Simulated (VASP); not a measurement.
GaN:

```
Ga N
1.0
     0.00000    2.21394    2.21394
     2.21394    0.00000    2.21394
     2.21394    2.21394    0.00000
Ga N
1 1
Cartesian
  0.0000 0.0000 0.0000
  2.2139 2.2139 2.2139
```

This cell differs from its parent crystal: strain +5.0%.

Base run:

* Program: VASP 6.6.1
* Functional: PBE
* Potentials or basis: VASP PAW PBE potentials, release 64 (Ga_d, N)
* Cutoff: 520 eV
* k mesh: 10 × 10 × 10
* Occupations: fermi-dirac, width 0.02 eV
* Spin: no spin polarisation

Its results: band gap on the k mesh zero (band 9 reaches 6.23 eV, above the bottom of band 10 at 6.03 eV); pressure -17.0 GPa.

Problem. The run is repeated on the same cell with these changes: functional from PBE to r2SCAN; further incar settings from ALGO = Normal; EDIFF = 1e-06; NBANDS = 16 to ALGO = Normal; EDIFF = 1e-07; NBANDS = 16. What comes out?

Solution. Band gap on the k mesh 0.24 eV, indirect (least direct gap 1.61 eV); pressure -25.0 GPa.

Caveats: the PAW data sets were made with another functional, which shifts forces and pressure a little (some runs).

A k mesh can miss the band edges.
